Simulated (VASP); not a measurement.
Runs of VASP 6.6.1 on Si. The structure is that of space group I4_1/amd (No. 141), or close to it. The cells are those of the table. 

```csv
cell,gap on the mesh (eV),pressure (GPa)
"a = 3.749 Å, angles 96.3, 96.3, 141.4°, 2 atoms",none,-4.1
"a = 3.692 Å, angles 97.2, 97.2, 138.6°, 2 atoms",none,(a)
"a = 3.637 Å, angles 98.2, 98.2, 135.7°, 2 atoms",none,-4.5
"a = 3.681 Å, angles 96.9, 96.9, 139.5°, 2 atoms",none,-2.6
```

Alike in all rows: task single point; level LDA; potentials or basis VASP PAW LDA potentials, release 64 (Si); no spin polarisation; k mesh 26 × 26 × 26; cutoff (eV) 520; smearing gaussian 0.15 eV.

**Question.** Fill in the values left out.

**Answer.** (a) -5.2.

Caveats: the cell stands under tension (at least some runs); the stress differs along the axes, from -8 to 4 GPa (at least some runs); the stress differs along the axes, from -5 to 1 GPa (at least some runs).

A gap of «none» marks levels without a gap at the run's occupations.
